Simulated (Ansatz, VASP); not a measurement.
# SnO2 in VASP and in Ansatz

Contents of INCAR:

```
PREC = Accurate
ENCUT = 520
EDIFF = 1E-6
ISMEAR = 0
SIGMA = 0.05
LREAL = F
LASPH = T
NELM = 100
ALGO = Normal
ISIF = 2
LWAVE = F
LCHARG = F
GGA = CA
NBANDS = 35
```

The input KPOINTS:

```
regular mesh
0
Gamma
  6 6 8
```

The input POSCAR:

```
SnO2
1.0
    4.7207174017      0.0000000000      0.0000000000
    0.0000000000      4.7207174017      0.0000000000
    0.0000000000      0.0000000000      3.1887553105
Sn O
2 4
Direct
    0.0000000000      0.0000000000     -0.0658564172
    0.5000000000      0.5000000000      0.5658564172
    0.2702772619      0.3419358373      0.0383163468
    0.2297227381      0.8419358373      0.4616836532
    0.7297227381      0.6580641627      0.0383163468
    0.7702772619      0.1580641627      0.4616836532
```

Input for Ansatz:

```yaml
crystal:
  lattice:
    - [4.7207174017, 0.0, 0.0]
    - [0.0, 4.7207174017, 0.0]
    - [0.0, 0.0, 3.1887553105]
  atoms:
    - { symbol: Sn, position: [0.0, 0.0, -0.0658564172] }
    - { symbol: Sn, position: [0.5, 0.5, 0.5658564172] }
    - { symbol: O, position: [0.2702772619, 0.3419358373, 0.0383163468] }
    - { symbol: O, position: [0.2297227381, 0.8419358373, 0.4616836532] }
    - { symbol: O, position: [0.7297227381, 0.6580641627, 0.0383163468] }
    - { symbol: O, position: [0.7702772619, 0.1580641627, 0.4616836532] }
basis:
  ecutwfc: 520.0
kpoints:
  mp_grid: { grid: [6, 6, 8] }
hamiltonian:
  xc: lda
  pseudopotentials: { kind: paw, azcp: { folder: soft_1 } }
scf:
  occupations: { method: gaussian, width: 0.05 }
output:
  forces: true
  stress: true
  eigenvalues: true
```

Change from the starting cell: mode 4 frozen in at -0.239 Å and mode 5 at -0.210 Å (largest displacements).

Alike in both runs: task single point; functional LDA; k mesh 6 × 6 × 8; occupations gaussian, width 0.05 eV; no spin polarisation.

|  | VASP | Ansatz |
| --- | --- | --- |
| version | VASP 6.6.1 | Ansatz 0.2.0 |
| potentials or method | VASP PAW LDA potentials, release 64 (Sn_d, O), cutoff 520 eV | scalar-relativistic, plane waves, PAW |
| valence electrons in the cell | 52 | 52 |

VASP gave:

- gap on the k mesh at the Fermi level (eV): 1.23
- least direct gap on the mesh (eV): 1.32
- pressure (GPa): -1.0
- traceless stress, the component that is largest in VASP (GPa): -1.05
- rms of the force components (eV/Å): 0.682

Q: What did Ansatz give for the same quantities?

A: gap on the k mesh at the Fermi level (eV): 1.22; least direct gap on the mesh (eV): 1.31; pressure (GPa): -2.3; traceless stress, the component that is largest in VASP (GPa): -1.44; rms of the force components (eV/Å): 0.658.

Ansatz warns that its potentials were made for another functional, while VASP's fit it. LDA's correlation is that of Perdew and Zunger in VASP and of Perdew and Wang (1992) in Ansatz. Atom by atom the forces differ by 0.040 eV/Å (rms over components).
